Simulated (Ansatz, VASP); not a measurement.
## SrO: VASP beside Ansatz

```
Sr O
1.0
     0.00000    2.62020    2.62020
     2.62020    0.00000    2.62020
     2.62020    2.62020    0.00000
Sr O
1 1
Direct
  0.00000 0.00000 0.00000
  0.50000 0.50000 0.50000
```

Change from the starting cell: volume scaled by 1.06, crystal datasets.

Alike in both runs: task electric field gradients; functional PBEsol; k mesh 8 × 8 × 8; occupations fermi-dirac, width 0.03 eV; no spin polarisation.

```csv
,VASP,Ansatz
version,VASP 6.6.1,Ansatz 0.2.0
potentials or method,"VASP PAW PBE potentials, release 64 (Sr_sv, O), cutoff 520 eV","all-electron PAW with datasets made for the crystal, scalar-relativistic"
```

```tsv
	VASP	Ansatz	Ansatz less VASP
gap on the k mesh at the Fermi level (eV)	3.19	3.23	+0.041
pressure (GPa)	-5.0	-5.5	-0.47
```

VASP's potentials were made for PBE, not for PBEsol. Ansatz ran all-electron here, and VASP with PAW potentials.
